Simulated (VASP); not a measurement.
Write the native input for VASP 6.6.1 that does the following.

```
Task                   : single point
Functional             : r2SCAN
Potentials or basis    : VASP PAW PBE potentials, release 64 (Pb_d, Y_sv, Be)
Cutoff                 : 520 eV
k mesh                 : 6 × 6 × 4
Occupations            : methfessel-paxton, width 0.1803 eV
Spin                   : no spin polarisation
Dipole correction      : no
Further INCAR settings : ALGO = Normal; EDIFF = 1e-06; NBANDS = 36
```

The system is YBePb.

```xyz
6
Lattice="4.0697 0.0000 0.0000 0.0000 4.0697 0.0000 0.0000 0.0000 7.1742" Properties=species:S:1:pos:R:3 pbc="T T T"
Pb    0.0000    2.0348    1.4922
Pb    2.0348    0.0000    5.6820
Y     0.0000    2.0348    4.6632
Y     2.0348    0.0000    2.5110
Be    0.0000    0.0000    0.0000
Be    2.0348    2.0348    0.0000
```

The input as run:

POSCAR

```
YBePb
1.0
    4.0696880000      0.0000000000      0.0000000000
    0.0000000000      4.0696880000      0.0000000000
    0.0000000000      0.0000000000      7.1741940000
Pb Y Be
2 2 2
Direct
    0.0000000000      0.5000000000      0.2080000000
    0.5000000000      0.0000000000      0.7920000000
    0.0000000000      0.5000000000      0.6500000000
    0.5000000000      0.0000000000      0.3500000000
    0.0000000000      0.0000000000      0.0000000000
    0.5000000000      0.5000000000      0.0000000000
```

INCAR.step1

```
SYSTEM = YBePb
PREC     = Accurate       ! precision mode
ENCUT    = 520            ! plane-wave cutoff, eV
ISMEAR   = 1              ! smearing method
SIGMA    = 0.1803         ! smearing width, eV
LREAL    = .False.        ! projectors in reciprocal space
LASPH    = .True.         ! aspherical terms in the spheres
NELM     = 60             ! most SCF steps
NBANDS   = 36             ! bands
GGA      = PE             ! functional
ALGO     = Normal         ! electronic algorithm
EDIFF    = 1E-4           ! SCF threshold, eV
LWAVE    = .True.         ! write WAVECAR
LCHARG   = .False.        ! write CHGCAR
```

INCAR.step2

```
SYSTEM = YBePb
PREC     = Accurate       ! precision mode
ENCUT    = 520            ! plane-wave cutoff, eV
EDIFF    = 1E-6           ! SCF threshold, eV
ISMEAR   = 1              ! smearing method
SIGMA    = 0.1803         ! smearing width, eV
LREAL    = .False.        ! projectors in reciprocal space
LASPH    = .True.         ! aspherical terms in the spheres
NELM     = 60             ! most SCF steps
ALGO     = Normal         ! electronic algorithm
ISIF     = 2              ! what is computed and relaxed
LWAVE    = .False.        ! write WAVECAR
LCHARG   = .True.         ! write CHGCAR
METAGGA  = R2SCAN         ! meta-GGA
LMIXTAU  = .True.       
LELF     = .True.         ! ELF
LVHAR    = .True.       
NBANDS   = 36             ! bands
ISTART   = 1
```

KPOINTS

```
Automatic mesh
0
Gamma
  6 6 4
  0 0 0
```

Potentials or basis: VASP PAW PBE potentials, release 64 (Pb_d, Y_sv, Be).

Command:

```bash
$ cat potpaw_PBE.64/Pb_d/POTCAR potpaw_PBE.64/Y_sv/POTCAR potpaw_PBE.64/Be/POTCAR > POTCAR
$ cp INCAR.step1 INCAR
$ mpirun -np 1 vasp_std > vasp.out
$ cp INCAR.step2 INCAR
$ mpirun -np 1 vasp_std > vasp.out
```

It gave:

```yaml
Pressure: 8.4 GPa
Largest_force: 0.514 eV/Å
Band_gap_on_the_k_mesh: zero (bands 27 and 28 overlap by 1.33 eV)
```

Caveat: the cell stands under pressure; the PAW data sets were made with another functional, which shifts forces and pressure a little; spin-orbit coupling is left out, which moves the levels of the heavy elements.

It took 5 min on 1 thread of Intel(R) Xeon(R) Platinum 8488C (Sapphire Rapids), with other jobs on the host, peak memory 0.3 GiB.
